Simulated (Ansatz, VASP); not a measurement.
# Au in VASP and in Ansatz

```
Au
1.0
     0.00000    2.03500    2.03500
     2.03500    0.00000    2.03500
     2.03500    2.03500    0.00000
Au
1
Direct
  0.00000 0.00000 0.00000
```

Alike in both runs: task single point; functional PBE; k mesh 4 × 4 × 4; occupations fermi-dirac, width 0.04 eV; no spin polarisation.

|  | VASP | Ansatz |
| --- | --- | --- |
| version | VASP 6.6.1 | Ansatz 0.2.0 |
| potentials or method | VASP PAW PBE potentials, release 64 (Au), cutoff 500 eV | all-electron LAPW, scalar-relativistic |

Ansatz gave:

```
gap on the k mesh at the Fermi level (eV) : none
pressure (GPa)                            : 13.2
```

Q: What did VASP give for the same quantities?

A: gap on the k mesh at the Fermi level (eV): none; pressure (GPa): 13.1.

A gap of «none» marks a metal or a gap that the smearing closes. Ansatz ran all-electron here, and VASP with PAW potentials.

The k mesh is coarse, so the values compare programs but aren't converged. Neither program's run includes spin-orbit coupling.
